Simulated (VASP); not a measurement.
A run of VASP 6.6.1 is set up as follows.

File POSCAR:

```
Hf
1.0
    4.9054982131      0.0000000000      0.0000000000
   -2.4527491066      4.2482860707      0.0000000000
    0.0000000000      0.0000000000      3.0469287923
Hf
3
Direct
    0.6666666667      0.3333333333      0.5000000000
    0.3333333333      0.6666666667      0.5000000000
    0.0000000000      0.0000000000      0.0000000000
```

File INCAR.step1:

```
SYSTEM = Hf
ALGO = Normal ; EDIFF = 1E-4
ENCUT = 520 ; GGA = PE
ISMEAR = 0 ; LASPH = .True.
LCHARG = .False. ; LREAL = .False.
LWAVE = .True. ; NBANDS = 22
NELM = 80 ; PREC = Accurate
SIGMA = 0.05
```

File INCAR.step2:

```
SYSTEM = Hf
ALGO = Normal ; EDIFF = 1E-7
ENCUT = 520 ; ISIF = 2
ISMEAR = 0 ; ISTART = 1
LASPH = .True. ; LCHARG = .False.
LMIXTAU = .True. ; LREAL = .False.
LWAVE = .False. ; METAGGA = R2SCAN
NBANDS = 22 ; NELM = 80
PREC = Accurate ; SIGMA = 0.05
```

Contents of KPOINTS:

```
k-points
0
Gamma
  10 10 14
  0 0 0
```

Potentials or basis: VASP PAW PBE potentials, release 64 (Hf_pv).

Run with:

```console
$ cat potpaw_PBE.64/Hf_pv/POTCAR > POTCAR
$ cp INCAR.step1 INCAR
$ mpirun -np 1 vasp_std > vasp.out
$ cp INCAR.step2 INCAR
$ mpirun -np 1 vasp_std > vasp.out
```

Task: Predict the band gap on the k mesh.

Result: Zero (bands 15 and 16 overlap by 0.93 eV).

Task: Predict the pressure.

Result: 4.4 GPa.

Stress tensor (GPa, compression positive):
```
4.36 0.00 0.00
0.00 4.36 0.00
0.00 0.00 4.54
```

Caveat: the cell stands under pressure; the PAW data sets were made with another functional, which shifts forces and pressure a little; spin-orbit coupling is left out, which moves the levels of the heavy elements.
